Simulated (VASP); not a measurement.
A run of VASP 6.6.1:

INCAR

```
ALGO     = Normal         # electronic algorithm
EDIFF    = 1E-7           # SCF threshold, eV
EDIFFG   = -0.01          # ionic threshold
ENCUT    = 600            # plane-wave cutoff, eV
GGA      = PE             # functional
IBRION   = 2              # ionic algorithm
ISIF     = 3              # what is computed and relaxed
ISMEAR   = 0              # smearing method
LASPH    = True           # aspherical terms in the spheres
LCHARG   = False          # write CHGCAR
LREAL    = False          # projectors in reciprocal space
LWAVE    = False          # write WAVECAR
NELM     = 100            # most SCF steps
NSW      = 100            # ionic steps
PREC     = Accurate       # precision mode
SIGMA    = 0.1            # smearing width, eV
```

File KPOINTS:

```
k-points
0
Gamma
  10 10 10
```

Contents of POSCAR:

```
SbO6
1.0
   -2.9210741029      2.9210741029      2.9210741029
    2.9210741029     -2.9210741029      2.9210741029
    2.9210741029      2.9210741029     -2.9210741029
Sb O
1 6
Direct
    0.0000000000      0.0000000000      0.0000000000
    0.0000000000      0.6121533176      0.6121533176
    0.0000000000      0.3878466824      0.3878466824
    0.6121533176      0.6121533176      0.0000000000
    0.3878466824      0.3878466824      0.0000000000
    0.6121533176      0.0000000000      0.6121533176
    0.3878466824      0.0000000000      0.3878466824
```

Potentials or basis: VASP PAW PBE potentials, release 64 (Sb, O).

Launch:

```sh
$ cat potpaw_PBE.64/Sb/POTCAR potpaw_PBE.64/O/POTCAR > POTCAR
$ mpirun -np 1 vasp_std > vasp.out
```

Hardware: 1 thread of Intel(R) Xeon(R) Platinum 8259CL CPU @ 2.50GHz (Skylake/Cascade Lake), on a shared host.

Task: Estimate the wall time of this run.

Result: It took 6.1 min on 1 thread of Intel(R) Xeon(R) Platinum 8259CL CPU @ 2.50GHz (Skylake/Cascade Lake), with other jobs on the host, peak memory 0.32 GiB. Counts: scf iterations 49, k points 47, ion steps 5.
